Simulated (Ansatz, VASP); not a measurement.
## Ba in VASP and in Ansatz

```xyz
1
Lattice="0.0000 3.1792 3.1792 3.1792 0.0000 3.1792 3.1792 3.1792 0.0000" Properties=species:S:1:pos:R:3 pbc="T T T"
Ba    0.0000    0.0000    0.0000
```

Alike in both runs: task single point; functional PBE; k mesh 10 × 10 × 10; occupations fermi-dirac, width 0.1 eV; no spin polarisation.

|  | VASP | Ansatz |
| --- | --- | --- |
| version | VASP 6.6.1 | Ansatz 0.2.0 |
| potentials or method | VASP PAW PBE potentials, release 64 (Ba_sv), cutoff 520 eV | all-electron LAPW, scalar-relativistic |

Ansatz gave:

| Quantity | Value |
| --- | --- |
| pressure (GPa) | 0.0 |

Task: Which values does VASP return?

Result: Pressure (GPa): 0.1.

Ansatz ran all-electron here, and VASP with PAW potentials.

Neither program's run includes spin-orbit coupling.
